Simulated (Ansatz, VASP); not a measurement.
Zn5O in VASP and in Ansatz

```
Zn O
1.0
     2.93381    0.00000    0.00000
    -1.46691    2.54076    0.00000
     0.00000    0.00000   11.14937
Zn O
5 1
Direct
  0.00000 0.00000 0.87709
  0.66667 0.33333 0.68899
  0.00000 0.00000 0.50000
  0.66667 0.33333 0.31101
  0.00000 0.00000 0.12291
  0.66667 0.33333 0.00000
```

Change from the starting cell: species swapped into the LiMg5 type (P-6m2, No. 187).

Alike in both runs: functional PBE; k mesh 12 × 12 × 4; occupations gaussian, width 0.1 eV; no spin polarisation.

Ansatz relaxed the structure, and its values are those at the end. VASP's run is a single point on that final structure, the one shown.

|  | VASP | Ansatz |
| --- | --- | --- |
| version | VASP 6.6.1 | Ansatz 0.2.0 |
| potentials or method | VASP PAW PBE potentials, release 64 (Zn, O), cutoff 520 eV | scalar-relativistic, plane waves, PAW |
| valence electrons in the cell | 66 | 66 |

Ansatz gave:

```
gap on the k mesh at the Fermi level (eV) : none
pressure (GPa)                            : 0.0
rms of the force components (eV/Å)        : 0.000
```

Problem. What did VASP give for the same quantities?

Solution. gap on the k mesh at the Fermi level (eV): none; pressure (GPa): 0.4; rms of the force components (eV/Å): 0.012.

A gap of «none» marks a metal or a gap that the smearing closes.
